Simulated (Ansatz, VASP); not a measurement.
HfN: VASP beside Ansatz

```
CELL_PARAMETERS angstrom
0.00000 2.07828 2.34936
2.07828 0.00000 2.34936
2.07828 2.07828 0.00000
ATOMIC_POSITIONS crystal
Hf 0.00000 0.00000 0.00000
N 0.50000 0.50000 0.50000
```

Change from the starting cell: strain -0.080 along x and y, +0.040 along z, atoms carried along.

Alike in both runs: task single point; functional PBEsol; k mesh 18 × 18 × 18; occupations gaussian, width 0.15 eV; no spin polarisation.

```csv
,VASP,Ansatz
version,VASP 6.6.1,Ansatz 0.2.0
potentials or method,"VASP PAW PBE potentials, release 64 (Hf_pv, N), cutoff 520 eV","scalar-relativistic, plane waves, PAW"
valence electrons in the cell,15,31
```

|  | VASP | Ansatz | Ansatz less VASP |
| --- | --- | --- | --- |
| gap on the k mesh at the Fermi level (eV) | none | none | - |
| pressure (GPa) | 53.5 | 55.1 | +1.61 |
| traceless stress, the component that is largest in VASP (GPa) | -61.63 | -60.87 | +0.762 |

VASP's potentials were made for PBE, not for PBEsol. A gap of «none» marks a metal or a gap that the smearing closes. Both programs put the cell under a high pressure, so it lies far from rest at this level. VASP's potentials hold 15 valence electrons a cell and Ansatz's 31, so a difference there can come from the potentials and not from the codes.

Neither program's run includes spin-orbit coupling.
